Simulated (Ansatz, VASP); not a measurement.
Hf: VASP beside Ansatz

Contents of INCAR:

```
SYSTEM = Hf
PREC     = Accurate       ! precision mode
ENCUT    = 520            ! plane-wave cutoff, eV
EDIFF    = 1E-6           ! SCF threshold, eV
ISMEAR   = 0              ! smearing method
SIGMA    = 0.15           ! smearing width, eV
LREAL    = .False.        ! projectors in reciprocal space
LASPH    = .True.         ! aspherical terms in the spheres
NELM     = 80             ! most SCF steps
ALGO     = Fast           ! electronic algorithm
ISIF     = 2              ! what is computed and relaxed
LWAVE    = .False.        ! write WAVECAR
LCHARG   = .True.         ! write CHGCAR
GGA      = PS             ! functional
LELF     = .True.         ! ELF
LVHAR    = .True.       
NBANDS   = 11             ! bands
```

KPOINTS

```
Automatic mesh
0
Gamma
  18 18 18
  0 0 0
```

File POSCAR:

```
Hf
1.0
   -1.8050000000      1.8050000000      1.9629375000
    1.8050000000     -1.8050000000      1.9629375000
    1.8050000000      1.8050000000     -1.9629375000
Hf
1
Direct
    0.0000000000      0.0000000000      0.0000000000
```

Input for Ansatz:

```yaml
crystal:
  lattice:
    - [-1.805, 1.805, 1.9629375]
    - [1.805, -1.805, 1.9629375]
    - [1.805, 1.805, -1.9629375]
  atoms:
    - { symbol: Hf, position: [0.0, 0.0, 0.0] }
basis:
  ecutwfc: 420
kpoints:
  mp_grid: { grid: [18, 18, 18] }
hamiltonian:
  xc: pbesol
scf:
  occupations: { method: gaussian, width: 0.15 }
output:
  forces: true
  stress: true
  eigenvalues: true
```

Change from the starting cell: strain +0.0875 x Voigt [0, 0, 1, 0, 0, 0], atoms carried along.

Alike in both runs: task single point; functional PBEsol; k mesh 18 × 18 × 18; occupations gaussian, width 0.15 eV; no spin polarisation.

|  | VASP | Ansatz |
| --- | --- | --- |
| version | VASP 6.6.1 | Ansatz 0.2.0 |
| potentials or method | VASP PAW PBE potentials, release 64 (Hf_pv), cutoff 520 eV | scalar-relativistic, plane waves, PAW |
| valence electrons in the cell | 10 | 26 |

|  | VASP | Ansatz | Ansatz less VASP |
| --- | --- | --- | --- |
| gap on the k mesh at the Fermi level (eV) | none | none | - |
| pressure (GPa) | -14.4 | -14.1 | +0.27 |
| traceless stress, the component that is largest in VASP (GPa) | 2.46 | 2.43 | -0.034 |

VASP's potentials were made for PBE, not for PBEsol. A gap of «none» marks a metal or a gap that the smearing closes. The functional is the same, so the differences come from potentials, cutoffs and numerics. VASP's potentials hold 10 valence electrons a cell and Ansatz's 26, so a difference there can come from the potentials and not from the codes.

Spin-orbit coupling is off throughout.
